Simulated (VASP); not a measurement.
Crystal: Mg.

```
CELL_PARAMETERS angstrom
3.17683 0.00000 0.00000
-1.58841 2.75121 0.00000
0.00000 0.00000 10.31886
ATOMIC_POSITIONS crystal
Mg 0.66667 0.33333 0.75000
Mg 0.00000 0.00000 0.50000
Mg 0.33333 0.66667 0.25000
Mg 0.00000 0.00000 0.00000
```

- Program: VASP 6.6.1
- Task: relaxation of cell and atoms
- Functional: revPBE
- Dispersion: D4
- Potentials or basis: VASP PAW PBE potentials, release 64 (Mg)
- Cutoff: 600 eV
- k mesh: 10 × 10 × 3
- Occupations: fermi-dirac, width 0.05 eV
- Spin: no spin polarisation

At the start: pressure 0.8 GPa; volume 22.55 Å³/atom.

Problem. Where does the relaxation end?

Solution. Over 16 steps the energy falls by 2.0 meV/atom and the volume is 23.06 Å³/atom (+2.3 %); space group P6_3/mmc (No. 194, to 0.1 Å) before and after.

The path:
| step | energy change (eV) | largest force (eV/Å) | pressure (GPa) | volume (Å³) |
| --- | --- | --- | --- | --- |
| 1 | 0.0000 | 0.0000 | 0.83 | 90.19 |
| 2 | -0.0063 | 0.0000 | 0.21 | 91.72 |
| 3 | -0.0344 | 0.0000 | 97.08 | 92.61 |
| 4 | -0.5710 | 0.0000 | -1.68 | 94.40 |
| 5 | -0.5718 | 0.0000 | -1.65 | 94.32 |
| 6 | -0.5796 | 0.0000 | -1.37 | 93.46 |
| 7 | -0.5823 | 0.0000 | 0.77 | 93.04 |
| 8 | -0.5816 | 0.0000 | -1.24 | 93.21 |
| 9 | -0.5822 | 0.0000 | -0.88 | 93.11 |
| 10 | -0.0066 | 0.0000 | 0.42 | 91.21 |
| 11 | -0.0076 | 0.0000 | 0.19 | 91.77 |
| 12 | -0.0078 | 0.0000 | 0.11 | 91.97 |
| 13 | -0.0078 | 0.0000 | 0.04 | 92.16 |
| 14 | -0.0078 | 0.0000 | 0.04 | 92.18 |
| 15 | -0.0080 | 0.0000 | 0.04 | 92.20 |
| 16 | -0.0081 | 0.0000 | 0.04 | 92.22 |

Final structure:
```
Mg
1.0
     3.18390    0.00000    0.00000
    -1.59195    2.75734    0.00000
     0.00000    0.00000   10.50460
Mg
4
Direct
  0.66667 0.33333 0.75000
  0.00000 0.00000 0.50000
  0.33333 0.66667 0.25000
  0.00000 0.00000 0.00000
```

Caveat: the PAW data sets were made with another functional, which shifts forces and pressure a little.
